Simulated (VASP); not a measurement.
Set up this calculation in VASP 6.6.1, as the native input.

```yaml
Task: single point
Functional: PBE
Potentials_or_basis: VASP PAW PBE potentials, release 64 (V_sv)
Cutoff: 520 eV
k_mesh: 20 × 20 × 20
Occupations: gaussian, width 0.1 eV
Spin: no spin polarisation
Dipole_correction: no
Further_INCAR_settings: ALGO = Fast; EDIFF = 1e-06; NBANDS = 12
```

The structure of V lies in POSCAR:

```
V
1.0
   -1.4985875745      1.4985875745      1.4985875745
    1.4985875745     -1.4985875745      1.4985875745
    1.4985875745      1.4985875745     -1.4985875745
V
1
Direct
    0.0000000000      0.0000000000      0.0000000000
```

These files were run (other wordings do the same):

INCAR

```
PREC     = Accurate       # precision mode
ENCUT    = 520            # plane-wave cutoff, eV
EDIFF    = 1E-6           # SCF threshold, eV
ISMEAR   = 0              # smearing method
SIGMA    = 0.1            # smearing width, eV
LREAL    = False          # projectors in reciprocal space
LASPH    = True           # aspherical terms in the spheres
NELM     = 60             # most SCF steps
ALGO     = Fast           # electronic algorithm
ISIF     = 2              # what is computed and relaxed
LWAVE    = False          # write WAVECAR
LCHARG   = True           # write CHGCAR
GGA      = PE             # functional
LELF     = True           # ELF
LVHAR    = True         
NBANDS   = 12             # bands
```

KPOINTS

```
Automatic mesh
0
Gamma
  20 20 20
```

Potentials or basis: VASP PAW PBE potentials, release 64 (V_sv).

Launch:

```console
$ cat potpaw_PBE.64/V_sv/POTCAR > POTCAR
$ mpirun -np 1 vasp_std > vasp.out
```

Results of the run:

The pressure is 0.4 GPa.

Wall time 18 s on 1 thread of Intel(R) Xeon(R) Platinum 8481C CPU @ 2.70GHz (Sapphire Rapids), on a shared host, peak memory 0.15 GiB.
